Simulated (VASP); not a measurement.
# SnO2 (Pbcn) in VASP: single point with PBE

Aim: the single point of SnO2 with PBE.

All numbers are computed with VASP 6.6.1; they aren't measurements. Logs are shortened: lines on timing, memory, paths and dates and some standing lists are left out, and cuts for length are marked.

### 1 The cell of the first run

It takes space group Pbcn (No. 60, orthorhombic). The conventional cell has a = 4.735 Å, b = 5.751 Å, c = 5.247 Å, α = 90.00°, β = 90.00°, γ = 90.00°. Within 2.7 Å of Sn (site symmetry 2) lie 6 O at 2.04 to 2.11 Å. Within 2.7 Å of O (site symmetry 1) lie 3 Sn at 2.04 to 2.11 Å and 1 O at 2.64 Å.

### 2 Single point, PBE

Contents of INCAR:

```
  ALGO = Normal
  EDIFF = 1E-6
  ENCUT = 520
  GGA = PE
  ISIF = 2
  ISMEAR = 0
  KPAR = 4
  LASPH = T
  LCHARG = F
  LREAL = F
  LWAVE = F
  NBANDS = 64
  NELM = 80
  PREC = Accurate
  SIGMA = 0.05
```

Contents of KPOINTS:

```
k-points
0
Gamma
  8 8 8
```

Contents of POSCAR:

```
SnO2
1.0
    4.7351461700      0.0000000000      0.0000000000
    0.0000000000      5.7509122300      0.0000000000
    0.0000000000      0.0000000000      5.2471142500
Sn O
4 8
Direct
    0.5000000000      0.6654477500      0.7500000000
    0.0000000000      0.8345522500      0.2500000000
    0.5000000000      0.3345522500      0.2500000000
    0.0000000000      0.1654477500      0.7500000000
    0.7303050400      0.6071234700      0.0786035800
    0.2303050400      0.8928765300      0.9213964200
    0.7696949600      0.8928765300      0.5786035800
    0.2696949600      0.6071234700      0.4213964200
    0.7303050400      0.3928765300      0.5786035800
    0.2303050400      0.1071234700      0.4213964200
    0.7696949600      0.1071234700      0.0786035800
    0.2696949600      0.3928765300      0.9213964200
```

Potentials or basis: VASP PAW PBE potentials, release 64 (Sn_d, O).

Command:

```console
cat potpaw_PBE.64/Sn_d/POTCAR potpaw_PBE.64/O/POTCAR > POTCAR
mpirun -np 4 vasp_std > vasp.out
```

OUTCAR:

```text
EDIFF = 1E-6
   ENCUT = 520
   GGA = PE
   ISIF = 2
   ISMEAR = 0
   LASPH = T
   LREAL = F
   NELM = 80
   PREC = Accurate

 ion  position               nearest neighbor table
   1  0.500  0.665  0.750-   6 2.04   7 2.04   5 2.07   8 2.07   9 2.11  12 2.11   3 3.24   3 3.24
                             2 3.67   2 3.67   2 3.67   2 3.67   4 3.72   4 3.72   4 3.72   4 3.72
   2  0.000  0.835  0.250-   5 2.04   8 2.04   7 2.07   6 2.07  10 2.11  11 2.11   4 3.24   4 3.24
                             1 3.67   1 3.67   1 3.67   1 3.67   3 3.72   3 3.72   3 3.72   3 3.72
   3  0.500  0.335  0.250-  10 2.04  11 2.04   9 2.07  12 2.07   5 2.11   8 2.11   1 3.24   1 3.24
                             4 3.67   4 3.67   4 3.67   4 3.67   2 3.72   2 3.72   2 3.72   2 3.72
   4  0.000  0.165  0.750-   9 2.04  12 2.04  11 2.07  10 2.07   6 2.11   7 2.11   2 3.24   2 3.24
                             3 3.67   3 3.67   3 3.67   3 3.67   1 3.72   1 3.72   1 3.72   1 3.72
   5  0.730  0.607  0.079-   2 2.04   1 2.07   3 2.11
   6  0.230  0.893  0.921-   1 2.04   2 2.07   4 2.11
   7  0.770  0.893  0.579-   1 2.04   2 2.07   4 2.11
   8  0.270  0.607  0.421-   2 2.04   1 2.07   3 2.11
   9  0.730  0.393  0.579-   4 2.04   3 2.07   1 2.11
  10  0.230  0.107  0.421-   3 2.04   4 2.07   2 2.11
  11  0.770  0.107  0.079-   3 2.04   4 2.07   2 2.11
  12  0.270  0.393  0.921-   4 2.04   3 2.07   1 2.11

  LATTYP: Found a simple orthorhombic cell.
 ALAT       =     4.7351461700
 B/A-ratio  =     1.1081208608
 C/A-ratio  =     1.2145163050

  Lattice vectors:

 A1 = (  -4.7351461700,   0.0000000000,   0.0000000000)
 A2 = (   0.0000000000,   0.0000000000,   5.2471142500)
 A3 = (   0.0000000000,   5.7509122300,   0.0000000000)

Analysis of symmetry for initial positions (statically):
=====================================================================
 Subroutine PRICEL returns:
 Original cell was already a primitive cell.

 Routine SETGRP: Setting up the symmetry group for a
 simple orthorhombic supercell.

 Subroutine GETGRP returns: Found  8 space group operations
 (whereof  2 operations were pure point group operations)
 out of a pool of  8 trial point group operations.

The static configuration has the point symmetry S_2 .
 The point group associated with its full space group is D_2h.

Analysis of symmetry for dynamics (positions and initial velocities):
=====================================================================
 Subroutine PRICEL returns:
 Original cell was already a primitive cell.

 Routine SETGRP: Setting up the symmetry group for a
 simple orthorhombic supercell.

 Subroutine GETGRP returns: Found  8 space group operations
 (whereof  2 operations were pure point group operations)
 out of a pool of  8 trial point group operations.

The dynamic configuration has the point symmetry S_2 .
 The point group associated with its full space group is D_2h.

 Subroutine INISYM returns: Found  8 space group operations
 (whereof  2 operations are pure point group operations),
 and found     1 'primitive' translations

----------------------------------------------------------------------------------------

                                     Primitive cell

  volume of cell :     142.8863

  direct lattice vectors                    reciprocal lattice vectors
     4.735146170  0.000000000  0.000000000     0.211186722  0.000000000  0.000000000
     0.000000000  5.750912230  0.000000000     0.000000000  0.173885457  0.000000000
     0.000000000  0.000000000  5.247114250     0.000000000  0.000000000  0.190580946

  length of vectors
     4.735146170  5.750912230  5.247114250     0.211186722  0.173885457  0.190580946

  position of ions in fractional coordinates (direct lattice)
     0.500000000  0.665447750  0.750000000
     0.000000000  0.834552250  0.250000000
     0.500000000  0.334552250  0.250000000
     0.000000000  0.165447750  0.750000000
     0.730305040  0.607123470  0.078603580
     0.230305040  0.892876530  0.921396420
     0.769694960  0.892876530  0.578603580
     0.269694960  0.607123470  0.421396420
     0.730305040  0.392876530  0.578603580
     0.230305040  0.107123470  0.421396420
     0.769694960  0.107123470  0.078603580
     0.269694960  0.392876530  0.921396420

  ion indices of the primitive-cell ions
   primitive index   ion index
                 1           1
                 2           2
                 3           3
                 4           4
                 5           5
                 6           6
                 7           7
                 8           8
                 9           9
                10          10
                11          11
                12          12

----------------------------------------------------------------------------------------

 KPOINTS: k-points

Automatic generation of k-mesh.
 Grid dimensions read from file:
 generate k-points for:    8    8    8

 Generating k-lattice:

  Cartesian coordinates                     Fractional coordinates (reciprocal lattice)
     0.026398340  0.000000000  0.000000000     0.125000000  0.000000000  0.000000000
     0.000000000  0.021735682  0.000000000     0.000000000  0.125000000  0.000000000
     0.000000000  0.000000000  0.023822618     0.000000000  0.000000000  0.125000000

  Length of vectors
     0.026398340  0.021735682  0.023822618

  Shift w.r.t. Gamma in fractional coordinates (k-lattice)
     0.000000000  0.000000000  0.000000000

 Subroutine IBZKPT returns following result:
 ===========================================

 Found    125 irreducible k-points:

 Following reciprocal coordinates:
            Coordinates               Weight
  0.000000  0.000000  0.000000      1.000000
  0.125000  0.000000  0.000000      2.000000
  0.250000  0.000000  0.000000      2.000000
  0.375000  0.000000  0.000000      2.000000
  0.500000  0.000000  0.000000      1.000000
  0.000000  0.125000  0.000000      2.000000
[... 16 lines left out ...]
  0.250000  0.500000  0.000000      2.000000
  0.375000  0.500000  0.000000      2.000000
 [... further k-points ...]
   k-points           NKPTS =    125   k-points in BZ     NKDIM =    125   number of bands    NBANDS=     64
   number of dos      NEDOS =    301   number of ions     NIONS =     12
   total plane-waves  NPLWV =  69120
   dimension x,y,z NGX =    36 NGY =   48 NGZ =   40
   dimension x,y,z NGXF=    72 NGYF=   96 NGZF=   80
   ions per type =               4   8
   NGX,Y,Z   is equivalent  to a cutoff of  12.64, 13.88, 12.67 a.u.
   NGXF,Y,Z  is equivalent  to a cutoff of  25.28, 27.75, 25.35 a.u.
 SYSTEM =  unknown system
   PREC   = accura    normal or accurate (medium, high low for compatibility)
   ISTART =      0    job   : 0-new  1-cont  2-samecut
   ICHARG =      2    charge: 1-file 2-atom 10-const
   ISPIN  =      1    spin polarized calculation?
   LNONCOLLINEAR =      F non collinear calculations
   LSORBIT =      F    spin-orbit coupling
   LASPH  =      T    aspherical Exc in radial PAW
   ENCUT  =  520.0 eV  38.22 Ry    6.18 a.u.   8.80 10.69  9.76*2*pi/ulx,y,z
   NELM   =     80;   NELMIN=  2; NELMDL= -5     # of ELM steps
   EDIFF  = 0.1E-05   stopping-criterion for ELM
   LREAL  =      F    real-space projection
   EDIFFG = 0.1E-04   stopping-criterion for IOM
   NSW    =      0    number of steps for IOM
   IBRION =     -1    ionic relax: 0-MD 1-quasi-New 2-CG
   NFREE  =      0    steps in history (QN), initial steepest desc. (CG)
   ISIF   =      2    stress and relaxation
   ISYM   =      2    0-nonsym 1-usesym 2-fastsym
   POTIM  = 0.5000    time-step for ionic-motion
   TEBEG  =    0.0;   TEEND  =   0.0 temperature during run
   PSTRESS=    0.0 pullay stress
   NELECT =     104.0000    total number of electrons
   NUPDOWN=      -1.0000    fix difference up-down
   EMIN   =  10.00;   EMAX   =-10.00  energy-range for DOS
   EFERMI =   0.00;   METHOD = LEGACY
   ISMEAR =     0;   SIGMA  =   0.05  broadening in eV -4-tet -1-fermi 0-gaus
   EFERMI_NEDOS =   21; number of points for ismear=-14 and -15
   IALGO  =     38    algorithm
   IMIX   =      4    mixing-type and parameters
     AMIX     =   0.40;   BMIX     =  1.00
     AMIX_MAG =   1.60;   BMIX_MAG =  1.00
  volume/ion in A,a.u.               =      11.91        80.35
  Fermi-wavevector in a.u.,A,eV,Ry     =   1.472614  2.782838 29.505504  2.168593
  Thomas-Fermi vector in A             =   2.587608
   LORBIT       =      0    0 simple, 1 ext, 2 COOP (PROOUT), +10 PAW based schemes
   GGA     = PE    functional components
   LHFCALC =     F    Hartree Fock is set to
   AEXX    =    0.0000 exact exchange contribution
   IVDW    =     0    specifies the selected vdW correction
   LEPSILON=     F    determine dielectric tensor
   LRPA    =     F    only Hartree local field effects (RPA)
 non-spin polarized calculation
 Gauss-broadening in eV      SIGMA  =   0.05
  energy-cutoff  :      520.00
  volume of cell :      142.89
 maximum number of plane-waves:      3886
 NGX is ok and might be reduce to    36
   NGX = 17   NGY = 21   NGZ = 19

 number of electron     103.9999989 magnetization

 Free energy of the ion-electron system (eV)
  ---------------------------------------------------
  ext. energy  EPLUGINS =         0.00000000
  ---------------------------------------------------
  free energy    TOTEN  =       -74.27100919 eV

  energy without entropy =      -74.27100919  energy(sigma->0) =      -74.27100919

 E-fermi :   6.1351     XC(G=0): -11.3028

 val. band max:        5.8598392389   @ k =   0.3750   0.0000   0.0000
 cond. band min:       7.2101488931   @ k =   0.0000   0.0000   0.0000
 fundamental gap:      1.3503096543
 Fermi energy:         6.1350683664

 k-point     1 :       0.0000    0.0000    0.0000
  band No.  band energies     occupation
      1     -14.8066      2.00000
      2     -14.6683      2.00000
      3     -14.5880      2.00000
      4     -14.2945      2.00000
      5     -14.1704      2.00000
      6     -14.0010      2.00000
[... 1597 lines left out ...]
     63      16.3528      0.00000
     64      16.3528      0.00000

 [... further k-points ...]

------------------------ aborting loop because EDIFF is reached ----------------------------------------

  FORCE on cell =-STRESS in cart. coord.  units (eV):
  Direction    XX          YY          ZZ          XY          YZ          ZX
  --------------------------------------------------------------------------------------
  -------------------------------------------------------------------------------------
  Total        6.5144258      6.7942856      7.1593135      0.0000000      0.0000000     -0.0000000
  in kB       73.0459385     76.1839926     80.2770333      0.0000000      0.0000000     -0.0000000
  external PRESSURE =      76.5023214 kB  Pullay stress =       0.0000000 kB

 VOLUME and BASIS-vectors are now :
 -----------------------------------------------------------------------------
  energy-cutoff  :      520.00
  volume of cell :      142.89
      direct lattice vectors                 reciprocal lattice vectors
     4.735146170  0.000000000  0.000000000     0.211186722  0.000000000  0.000000000
     0.000000000  5.750912230  0.000000000     0.000000000  0.173885457  0.000000000
     0.000000000  0.000000000  5.247114250     0.000000000  0.000000000  0.190580946

 POSITION                                       TOTAL-FORCE (eV/Angst)
 -----------------------------------------------------------------------------------
      2.36757      3.82693      3.93534        -0.000000      0.062143      0.000000
      0.00000      4.79944      1.31178         0.000000     -0.062143      0.000000
      2.36757      1.92398      1.31178         0.000000     -0.062143      0.000000
      0.00000      0.95148      3.93534        -0.000000      0.062143      0.000000
      3.45810      3.49151      0.41244         0.071183     -0.065203     -0.018273
      1.09053      5.13485      4.83467         0.071183      0.065203      0.018273
      3.64462      5.13485      3.03600        -0.071183      0.065203     -0.018273
      1.27705      3.49151      2.21112        -0.071183     -0.065203      0.018273
      3.45810      2.25940      3.03600         0.071183      0.065203     -0.018273
      1.09053      0.61606      2.21112         0.071183     -0.065203      0.018273
      3.64462      0.61606      0.41244        -0.071183     -0.065203     -0.018273
      1.27705      2.25940      4.83467        -0.071183      0.065203      0.018273
 -----------------------------------------------------------------------------------
    total drift:                               -0.000000      0.000000      0.000000

  FREE ENERGIE OF THE ION-ELECTRON SYSTEM (eV)
  ---------------------------------------------------
  free  energy   TOTEN  =       -74.2710091905 eV

  energy  without entropy=      -74.2710091905  energy(sigma->0) =      -74.27100919
```

It took 9.1 min on 4 MPI ranks of AMD EPYC 7R43 (Zen 3), shared host; peak memory 0.77 GiB.

What came out:

```yaml
Free_energy: -74.2710 eV
Pressure: 7.7 GPa
Largest_force: 0.098 eV/Å
Band_gap_on_the_k_mesh: 1.35 eV (least direct gap 1.37 eV)
```

Forces on the atoms (eV/Å):
```
Sn   0.000  0.062  0.000
Sn   0.000 -0.062  0.000
Sn   0.000 -0.062  0.000
Sn   0.000  0.062  0.000
O    0.071 -0.065 -0.018
O    0.071  0.065  0.018
O   -0.071  0.065 -0.018
O   -0.071 -0.065  0.018
O    0.071  0.065 -0.018
O    0.071 -0.065  0.018
O   -0.071 -0.065 -0.018
O   -0.071  0.065  0.018
```

Caveat: the cell stands under pressure; spin-orbit coupling is left out, which moves the levels of the heavy elements.
